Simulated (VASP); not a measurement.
A run of VASP 6.6.1:

File INCAR:

```
PREC     = Accurate       # precision mode
ENCUT    = 520            # plane-wave cutoff, eV
EDIFF    = 1E-7           # SCF threshold, eV
ISMEAR   = 0              # smearing method
SIGMA    = 0.1            # smearing width, eV
LREAL    = False          # projectors in reciprocal space
LASPH    = True           # aspherical terms in the spheres
NELM     = 100            # most SCF steps
ALGO     = Normal         # electronic algorithm
ISIF     = 2              # what is computed and relaxed
LWAVE    = False          # write WAVECAR
LCHARG   = True           # write CHGCAR
GGA      = PS             # functional
LELF     = True           # ELF
LVHAR    = True         
NBANDS   = 24             # bands
```

Contents of KPOINTS:

```
Automatic mesh
0
Gamma
  6 6 4
```

File POSCAR:

```
CaO
1.0
    3.9919758200      0.0000000000      0.0000000000
   -1.9959879100      3.4571524800      0.0000000000
    0.0000000000      0.0000000000      4.7848400100
Ca O
2 2
Direct
    0.3333333300      0.6666666700      0.7500000000
    0.6666666700      0.3333333300      0.2500000000
    0.3333333300      0.6666666700      0.2500000000
    0.6666666700      0.3333333300      0.7500000000
```

Potentials or basis: VASP PAW PBE potentials, release 64 (Ca_sv, O).

The run is started by

```console
$ cat potpaw_PBE.64/Ca_sv/POTCAR potpaw_PBE.64/O/POTCAR > POTCAR
$ mpirun -np 1 vasp_std > vasp.out
```

Hardware: 1 thread of AMD EPYC 7R13 Processor (Zen 3) (shared host).

Problem. How long does it take, and how much memory?

Solution. Wall time 35 s on 1 thread of AMD EPYC 7R13 Processor (Zen 3) (shared host), peak memory 0.16 GiB. Counts: scf iterations 16, k points 21.
